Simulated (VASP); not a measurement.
# WS2 (P6_3/mmc) in VASP: a series of runs

WS2 is run at these levels: r2SCAN; tasks: single point.

Everything below comes from runs of VASP 6.6.1. Logs are shortened: lines on timing, memory, paths and dates and some standing lists are left out, and cuts for length are marked.

### 1 The cell of the first run

It takes space group P6_3/mmc (No. 194, hexagonal). Conventional cell: a = 3.182 Å, b = 3.182 Å, c = 13.063 Å, α = 90.00°, β = 90.00°, γ = 120.00°. W (site symmetry -6m2) has 6 S at 2.41 Å and 6 W at 3.18 Å within 3.2 Å. S (site symmetry 3m) has 3 W at 2.41 Å and 7 S at 3.12 to 3.18 Å within 3.2 Å.

### 2 Single point, r2SCAN

POSCAR

```
WS2
1.0
    3.1822015379      0.0000000000      0.0000000000
   -1.5911007690      2.7558673718      0.0000000000
    0.0000000000      0.0000000000     13.0629547400
W S
2 4
Direct
    0.3333333333      0.6666666667      0.2500000000
    0.6666666667      0.3333333333      0.7500000000
    0.3333333333      0.6666666667      0.6305972800
    0.6666666667      0.3333333333      0.1305972800
    0.3333333333      0.6666666667      0.8694027200
    0.6666666667      0.3333333333      0.3694027200
```

INCAR.step1

```
PREC     = Accurate       # precision mode
ENCUT    = 550            # plane-wave cutoff, eV
ISMEAR   = -1             # smearing method
SIGMA    = 0.02           # smearing width, eV
LREAL    = F              # projectors in reciprocal space
LASPH    = T              # aspherical terms in the spheres
NELM     = 120            # most SCF steps
NBANDS   = 35             # bands
GGA      = PE             # functional
ALGO     = Normal         # electronic algorithm
EDIFF    = 1E-5           # SCF threshold, eV
LWAVE    = T              # write WAVECAR
LCHARG   = F              # write CHGCAR
GGA_COMPAT= F
```

INCAR.step2

```
PREC     = Accurate       # precision mode
ENCUT    = 550            # plane-wave cutoff, eV
EDIFF    = 1E-6           # SCF threshold, eV
ISMEAR   = -1             # smearing method
SIGMA    = 0.02           # smearing width, eV
LREAL    = F              # projectors in reciprocal space
LASPH    = T              # aspherical terms in the spheres
NELM     = 120            # most SCF steps
ALGO     = Normal         # electronic algorithm
ISIF     = 2              # what is computed and relaxed
LWAVE    = F              # write WAVECAR
LCHARG   = T              # write CHGCAR
METAGGA  = R2SCAN         # meta-GGA
LMIXTAU  = T            
LELF     = T              # ELF
LVHAR    = T            
NBANDS   = 35             # bands
ISTART   = 1            
GGA_COMPAT= F
```

KPOINTS

```
Automatic mesh
0
Gamma
  12 12 2
```

Potentials or basis: VASP PAW PBE potentials, release 64 (W_sv, S).

Started as:

```sh
cat potpaw_PBE.64/W_sv/POTCAR potpaw_PBE.64/S/POTCAR > POTCAR
cp INCAR.step1 INCAR
mpirun -np 1 vasp_std > vasp.out
cp INCAR.step2 INCAR
mpirun -np 1 vasp_std > vasp.out
```

OUTCAR:

```text
PREC = Accurate
   ENCUT = 550
   EDIFF = 1E-6
   ISMEAR = -1
   LREAL = F
   LASPH = T
   NELM = 120
   ISIF = 2
   METAGGA = R2SCAN
   ISTART = 1

 ion  position               nearest neighbor table
   1  0.333  0.667  0.250-   4 2.41   6 2.41   4 2.41   6 2.41   4 2.41   6 2.41
   2  0.667  0.333  0.750-   3 2.41   5 2.41   3 2.41   5 2.41   3 2.41   5 2.41
   3  0.333  0.667  0.631-   2 2.41   2 2.41   2 2.41
   4  0.667  0.333  0.131-   1 2.41   1 2.41   1 2.41
   5  0.333  0.667  0.869-   2 2.41   2 2.41   2 2.41
   6  0.667  0.333  0.369-   1 2.41   1 2.41   1 2.41

  LATTYP: Found a hexagonal cell.
 ALAT       =     3.1822015379
 C/A-ratio  =     4.1050054764

  Lattice vectors:

 A1 = (   3.1822015379,   0.0000000000,   0.0000000000)
 A2 = (  -1.5911007690,   2.7558673718,   0.0000000000)
 A3 = (   0.0000000000,   0.0000000000,  13.0629547400)

Analysis of symmetry for initial positions (statically):
=====================================================================
 Subroutine PRICEL returns:
 Original cell was already a primitive cell.

 Routine SETGRP: Setting up the symmetry group for a
 hexagonal supercell.

 Subroutine GETGRP returns: Found 24 space group operations
 (whereof 12 operations were pure point group operations)
 out of a pool of 24 trial point group operations.

The static configuration has the point symmetry D_3d.
 The point group associated with its full space group is D_6h.

Analysis of symmetry for dynamics (positions and initial velocities):
=====================================================================
 Subroutine PRICEL returns:
 Original cell was already a primitive cell.

 Routine SETGRP: Setting up the symmetry group for a
 hexagonal supercell.

 Subroutine GETGRP returns: Found 24 space group operations
 (whereof 12 operations were pure point group operations)
 out of a pool of 24 trial point group operations.

The dynamic configuration has the point symmetry D_3d.
 The point group associated with its full space group is D_6h.

 Subroutine INISYM returns: Found 24 space group operations
 (whereof 12 operations are pure point group operations),
 and found     1 'primitive' translations

----------------------------------------------------------------------------------------

                                     Primitive cell

  volume of cell :     114.5585

  direct lattice vectors                    reciprocal lattice vectors
     3.182201538  0.000000000  0.000000000     0.314247853  0.181431082  0.000000000
    -1.591100769  2.755867372  0.000000000     0.000000000  0.362862165  0.000000000
     0.000000000  0.000000000 13.062954740     0.000000000  0.000000000  0.076552359

  length of vectors
     3.182201538  3.182201538 13.062954740     0.362862165  0.362862165  0.076552359

  position of ions in fractional coordinates (direct lattice)
     0.333333333  0.666666667  0.250000000
     0.666666667  0.333333333  0.750000000
     0.333333333  0.666666667  0.630597280
     0.666666667  0.333333333  0.130597280
     0.333333333  0.666666667  0.869402720
     0.666666667  0.333333333  0.369402720

  ion indices of the primitive-cell ions
   primitive index   ion index
                 1           1
                 2           2
                 3           3
                 4           4
                 5           5
                 6           6

----------------------------------------------------------------------------------------

 KPOINTS: Automatic mesh

Automatic generation of k-mesh.
 Grid dimensions read from file:
 generate k-points for:   12   12    2

 Generating k-lattice:

  Cartesian coordinates                     Fractional coordinates (reciprocal lattice)
     0.026187321  0.015119257  0.000000000     0.083333333 -0.000000000  0.000000000
     0.000000000  0.030238514  0.000000000     0.000000000  0.083333333  0.000000000
     0.000000000  0.000000000  0.038276179     0.000000000  0.000000000  0.500000000

  Length of vectors
     0.030238514  0.030238514  0.038276179

  Shift w.r.t. Gamma in fractional coordinates (k-lattice)
     0.000000000  0.000000000  0.000000000

 Subroutine IBZKPT returns following result:
 ===========================================

 Found     38 irreducible k-points:

 Following reciprocal coordinates:
            Coordinates               Weight
  0.000000  0.000000  0.000000      1.000000
  0.083333  0.000000  0.000000      6.000000
  0.166667  0.000000  0.000000      6.000000
  0.250000  0.000000  0.000000      6.000000
  0.333333  0.000000  0.000000      6.000000
  0.416667 -0.000000  0.000000      6.000000
[... 16 lines left out ...]
  0.250000  0.000000  0.500000      6.000000
  0.333333  0.000000  0.500000      6.000000
 [... further k-points ...]
   k-points           NKPTS =     38   k-points in BZ     NKDIM =     38   number of bands    NBANDS=     35
   number of dos      NEDOS =    301   number of ions     NIONS =      6
   total plane-waves  NPLWV =  57600
   dimension x,y,z NGX =    24 NGY =   24 NGZ =  100
   dimension x,y,z NGXF=    48 NGYF=   48 NGZF=  200
   ions per type =               2   4
   NGX,Y,Z   is equivalent  to a cutoff of  12.54, 12.54, 12.73 a.u.
   NGXF,Y,Z  is equivalent  to a cutoff of  25.08, 25.08, 25.45 a.u.
 SYSTEM =  unknown system
   PREC   = accura    normal or accurate (medium, high low for compatibility)
   ISTART =      1    job   : 0-new  1-cont  2-samecut
   ICHARG =      0    charge: 1-file 2-atom 10-const
   ISPIN  =      1    spin polarized calculation?
   LNONCOLLINEAR =      F non collinear calculations
   LSORBIT =      F    spin-orbit coupling
   LASPH  =      T    aspherical Exc in radial PAW
   ENCUT  =  550.0 eV  40.42 Ry    6.36 a.u.   6.09  6.09 24.98*2*pi/ulx,y,z
   NELM   =    120;   NELMIN=  2; NELMDL=  0     # of ELM steps
   EDIFF  = 0.1E-05   stopping-criterion for ELM
   LREAL  =      F    real-space projection
   EDIFFG = 0.1E-04   stopping-criterion for IOM
   NSW    =      0    number of steps for IOM
   IBRION =     -1    ionic relax: 0-MD 1-quasi-New 2-CG
   NFREE  =      0    steps in history (QN), initial steepest desc. (CG)
   ISIF   =      2    stress and relaxation
   ISYM   =      2    0-nonsym 1-usesym 2-fastsym
   POTIM  = 0.5000    time-step for ionic-motion
   TEBEG  =    0.0;   TEEND  =   0.0 temperature during run
   PSTRESS=    0.0 pullay stress
   NELECT =      52.0000    total number of electrons
   NUPDOWN=      -1.0000    fix difference up-down
   EMIN   =  10.00;   EMAX   =-10.00  energy-range for DOS
   EFERMI =   0.00;   METHOD = LEGACY
   ISMEAR =    -1;   SIGMA  =   0.02  broadening in eV -4-tet -1-fermi 0-gaus
   EFERMI_NEDOS =   21; number of points for ismear=-14 and -15
   IALGO  =     38    algorithm
   IMIX   =      4    mixing-type and parameters
     AMIX     =   0.40;   BMIX     =  1.00
     AMIX_MAG =   1.60;   BMIX_MAG =  1.00
  volume/ion in A,a.u.               =      19.09       128.85
  Fermi-wavevector in a.u.,A,eV,Ry     =   1.258153  2.377565 21.537330  1.582949
  Thomas-Fermi vector in A             =   2.391777
   LORBIT       =      0    0 simple, 1 ext, 2 COOP (PROOUT), +10 PAW based schemes
   METAGGA = R2SCAN    functional components
   LHFCALC =     F    Hartree Fock is set to
   AEXX    =    0.0000 exact exchange contribution
   IVDW    =     0    specifies the selected vdW correction
   LEPSILON=     F    determine dielectric tensor
   LRPA    =     F    only Hartree local field effects (RPA)
 non-spin polarized calculation
  energy-cutoff  :      550.00
  volume of cell :      114.56
 maximum number of plane-waves:      3392
   NGX = 13   NGY = 13   NGZ = 49

 number of electron      52.0000006 magnetization

 Free energy of the ion-electron system (eV)
  ---------------------------------------------------
  ext. energy  EPLUGINS =         0.00000000
  ---------------------------------------------------
  free energy    TOTEN  =      -140.16705710 eV

  energy without entropy =     -140.16705710  energy(sigma->0) =     -140.16705710

 E-fermi :   6.7038     XC(G=0): -11.1317

 val. band max:        6.3053668974   @ k =   0.0000   0.0000   0.0000
 cond. band min:       7.6833322920   @ k =   0.1667   0.1667   0.0000
 fundamental gap:      1.3779653946
 Fermi energy:         6.7038412911

 k-point     1 :       0.0000    0.0000    0.0000
  band No.  band energies     occupation
      1     -70.1831      2.00000
      2     -70.1831      2.00000
      3     -33.7704      2.00000
      4     -33.7704      2.00000
      5     -33.6169      2.00000
      6     -33.6169      2.00000
[... 27 lines left out ...]
     34       9.0526      0.00000
     35      11.5332      0.00000

 k-point     2 :       0.0833    0.0000    0.0000
  band No.  band energies     occupation
      1     -70.1818      2.00000
      2     -70.1818      2.00000
      3     -33.7659      2.00000
      4     -33.7659      2.00000
      5     -33.6414      2.00000
      6     -33.6414      2.00000
[... 27 lines left out ...]
     34       9.0895      0.00000
     35      12.0651      0.00000

 k-point     3 :       0.1667    0.0000    0.0000
  band No.  band energies     occupation
      1     -70.1783      2.00000
      2     -70.1783      2.00000
      3     -33.7536      2.00000
      4     -33.7536      2.00000
      5     -33.7077      2.00000
      6     -33.7077      2.00000
[... 27 lines left out ...]
     34       9.6201      0.00000
     35      13.1165      0.00000
[... 723 lines left out ...]
 k-point    23 :       0.2500    0.0000    0.5000
  band No.  band energies     occupation
      1     -70.1735      2.00000
      2     -70.1735      2.00000
      3     -33.7972      2.00000
      4     -33.7972      2.00000
      5     -33.7367      2.00000
      6     -33.7367      2.00000
[... 27 lines left out ...]
     34      10.1208      0.00000
     35      13.5862      0.00000

 k-point    24 :       0.3333    0.0000    0.5000
  band No.  band energies     occupation
      1     -70.1688      2.00000
      2     -70.1688      2.00000
      3     -33.8853      2.00000
      4     -33.8853      2.00000
      5     -33.7198      2.00000
      6     -33.7198      2.00000
[... 27 lines left out ...]
     34      10.5062      0.00000
     35      12.9013      0.00000

 [... further k-points ...]

------------------------ aborting loop because EDIFF is reached ----------------------------------------

  FORCE on cell =-STRESS in cart. coord.  units (eV):
  Direction    XX          YY          ZZ          XY          YZ          ZX
  --------------------------------------------------------------------------------------
  -------------------------------------------------------------------------------------
  Total        0.0943511      0.0943511      0.0370471     -0.0000000      0.0000000      0.0000000
  in kB        1.3195632      1.3195632      0.5181282     -0.0000000      0.0000000      0.0000000
  external PRESSURE =       1.0524182 kB  Pullay stress =       0.0000000 kB

 VOLUME and BASIS-vectors are now :
 -----------------------------------------------------------------------------
  energy-cutoff  :      550.00
  volume of cell :      114.56
      direct lattice vectors                 reciprocal lattice vectors
     3.182201538  0.000000000  0.000000000     0.314247853  0.181431082  0.000000000
    -1.591100769  2.755867372  0.000000000     0.000000000  0.362862165  0.000000000
     0.000000000  0.000000000 13.062954740     0.000000000  0.000000000  0.076552359

 POSITION                                       TOTAL-FORCE (eV/Angst)
 -----------------------------------------------------------------------------------
     -0.00000      1.83724      3.26574        -0.000000     -0.000000      0.000000
      1.59110      0.91862      9.79722         0.000000     -0.000000      0.000000
     -0.00000      1.83724      8.23746         0.000000      0.000000     -0.010946
      1.59110      0.91862      1.70599         0.000000      0.000000     -0.010946
     -0.00000      1.83724     11.35697        -0.000000     -0.000000      0.010946
      1.59110      0.91862      4.82549         0.000000     -0.000000      0.010946
 -----------------------------------------------------------------------------------
    total drift:                               -0.000000      0.000000     -0.000000

  FREE ENERGIE OF THE ION-ELECTRON SYSTEM (eV)
  ---------------------------------------------------
  free  energy   TOTEN  =      -140.1670570985 eV

  energy  without entropy=     -140.1670570985  energy(sigma->0) =     -140.16705710
```

Run time: 9.8 min. Hardware: 1 thread of Intel Xeon 8259CL, shared host; peak memory 0.33 GiB.

Results:

```
Free energy            : -140.1671 eV
Pressure               : 0.1 GPa
Largest force          : 0.011 eV/Å
Band gap on the k mesh : 1.38 eV (least direct gap 1.88 eV)
```

Forces on the atoms (eV/Å):
```
W    0.000  0.000  0.000
W    0.000  0.000  0.000
S    0.000  0.000 -0.011
S    0.000  0.000 -0.011
S    0.000  0.000  0.011
S    0.000  0.000  0.011
```

Caveat: the PAW data sets were made with another functional, which shifts forces and pressure a little; spin-orbit coupling is left out, which moves the levels of the heavy elements.

### 3 Single point, r2SCAN

This run uses another cell than the first one, of 19.47 Å³/atom.

POSCAR

```
WS2
1.0
    3.2032763367      0.0000000000      0.0000000000
   -1.6016381683      2.7741186829      0.0000000000
    0.0000000000      0.0000000000     13.1494669000
W S
2 4
Direct
    0.3333333333      0.6666666667      0.2500000000
    0.6666666667      0.3333333333      0.7500000000
    0.3333333333      0.6666666667      0.6319196975
    0.6666666667      0.3333333333      0.1319196975
    0.3333333333      0.6666666667      0.8680803025
    0.6666666667      0.3333333333      0.3680803025
```

INCAR.step1

```
SYSTEM = WS2
  PREC = Accurate
  ENCUT = 550
  ISMEAR = -1
  SIGMA = 0.02
  LREAL = .False.
  LASPH = .True.
  NELM = 120
  NBANDS = 35
  GGA = PE
  ALGO = Normal
  EDIFF = 1E-5
  LWAVE = .True.
  LCHARG = .False.
  GGA_COMPAT = .False.
```

INCAR.step2

```
SYSTEM = WS2
  PREC = Accurate
  ENCUT = 550
  EDIFF = 1E-6
  ISMEAR = -1
  SIGMA = 0.02
  LREAL = .False.
  LASPH = .True.
  NELM = 120
  ALGO = Normal
  ISIF = 2
  LWAVE = .False.
  LCHARG = .True.
  METAGGA = R2SCAN
  LMIXTAU = .True.
  LELF = .True.
  LVHAR = .True.
  NBANDS = 35
  ISTART = 1
  GGA_COMPAT = .False.
```

KPOINTS

```
Automatic mesh
0
Gamma
  12 12 2
  0 0 0
```

Potentials or basis: VASP PAW PBE potentials, release 64 (W_sv, S).

Started as:

```sh
cat potpaw_PBE.64/W_sv/POTCAR potpaw_PBE.64/S/POTCAR > POTCAR
cp INCAR.step1 INCAR
mpirun -np 1 vasp_std > vasp.out
cp INCAR.step2 INCAR
mpirun -np 1 vasp_std > vasp.out
```

Run time: 20 min. Hardware: 1 thread of Intel Xeon 8259CL, shared host; peak memory 0.39 GiB.

The run converged. Its results:

- Free energy: -140.1589 eV
- Pressure: -1.2 GPa
- Largest force: 0.016 eV/Å
- Band gap on the k mesh: 1.26 eV (least direct gap 1.79 eV)

Forces on the atoms (eV/Å):
```
W    0.000  0.000  0.000
W    0.000  0.000  0.000
S    0.000  0.000 -0.016
S    0.000  0.000 -0.016
S    0.000  0.000  0.016
S    0.000  0.000  0.016
```

Stress tensor (GPa, compression positive):
```
-1.77  0.00  0.00
 0.00 -1.77  0.00
 0.00  0.00 -0.06
```

Levels at points of the mesh, in eV from the valence-band top:
```csv
k point,band 22,band 23,band 24,band 25,band 26,band 27,band 28,band 29,band 30,band 31
"(0.00, 0.00, 0.00)",-2.38,-2.38,-1.90,-0.84,0.00,2.46,2.46,2.46,2.46,2.60
"(0.50, 0.00, 0.00)",-2.73,-2.09,-2.01,-1.57,-1.48,2.34,2.36,2.76,2.88,3.58
"(0.00, 0.00, 0.50)",-2.39,-2.39,-2.39,-0.29,-0.29,2.46,2.46,2.46,2.46,2.64
"(0.50, 0.00, 0.50)",-2.78,-2.05,-2.05,-1.52,-1.52,2.35,2.35,2.83,2.83,3.80
```

Caveat: the PAW data sets were made with another functional, which shifts forces and pressure a little; spin-orbit coupling is left out, which moves the levels of the heavy elements. A k mesh can miss the band edges.
